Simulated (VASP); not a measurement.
Input of a VASP 6.6.1 run:

INCAR

```
PREC = Accurate ; ENCUT = 520
EDIFF = 1E-6 ; ISMEAR = 0
SIGMA = 0.02 ; LREAL = F
LASPH = T ; NELM = 150
ALGO = Normal ; ISIF = 2
LWAVE = F ; LCHARG = F
ISPIN = 2 ; MAGMOM = 2.85 0.26
LORBIT = 11 ; LMAXMIX = 4
LDAU = T ; LDAUTYPE = 2
LDAUL = 2 -1 ; LDAUU = 3.32 0
LDAUJ = 0 0 ; LDAUPRINT = 1
GGA = PE ; NBANDS = 18
```

File KPOINTS:

```
regular mesh
0
Gamma
  12 12 12
```

The input POSCAR:

```
CoO
1.0
   -1.5080001529      1.5080001529      2.1072499549
    1.5080001529     -1.5080001529      2.1072499549
    1.5080001529      1.5080001529     -2.1072499549
Co O
1 1
Direct
    0.0000000000      0.0000000000      0.0000000000
    0.5000000000      0.5000000000      0.0000000000
```

Potentials or basis: VASP PAW PBE potentials, release 64 (Co, O).

The run is started by

```bash
$ cat potpaw_PBE.64/Co/POTCAR potpaw_PBE.64/O/POTCAR > POTCAR
$ mpirun -np 1 vasp_std > vasp.out
```

**Question.** Estimate the pressure.

**Answer.** 0.6 GPa.

**Question.** Estimate the site moments.

**Answer.** Co +2.74; O +0.24 μB.

Eigenvalues of the final occupation matrices:
```
    site  spin  trace               eigenvalues
site 1 d     1   4.93  0.97 0.97 0.97 1.01 1.01
site 1 d     2   2.22  0.13 0.15 0.49 0.49 0.96
```

Caveat: a cell with one magnetic atom can't hold antiferromagnetic order, which such compounds often take. The state reached can hang on the start; a lower one may exist.
